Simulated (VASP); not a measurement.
A run of VASP 6.6.1:

File INCAR:

```
PREC = Accurate
ENCUT = 520
EDIFF = 1E-7
ISMEAR = 0
SIGMA = 0.1
LREAL = False
LASPH = True
NELM = 100
ALGO = Normal
ISIF = 2
LWAVE = False
LCHARG = False
GGA = PE
NBANDS = 20
```

The input KPOINTS:

```
regular mesh
0
Gamma
  6 6 6
```

Contents of POSCAR:

```
Y2As
1.0
    0.0000000000      3.3120405880      3.3120405880
    3.3120405880      0.0000000000      3.3120405880
    3.3120405880      3.3120405880      0.0000000000
Y As
2 1
Direct
    0.2500000000      0.2500000000      0.2500000000
    0.7500000000      0.7500000000      0.7500000000
    0.0000000000      0.0000000000      0.0000000000
```

Potentials or basis: VASP PAW PBE potentials, release 64 (Y_sv, As).

Launch:

```console
$ cat potpaw_PBE.64/Y_sv/POTCAR potpaw_PBE.64/As/POTCAR > POTCAR
$ mpirun -np 1 vasp_std > vasp.out
```

Hardware: 1 thread of AMD EPYC 7R13 (shared host).

Problem. Estimate the wall time of this run.

Solution. It took 29 s on 1 thread of AMD EPYC 7R13 (shared host), peak memory 0.22 GiB. Counts: scf iterations 15, k points 16.
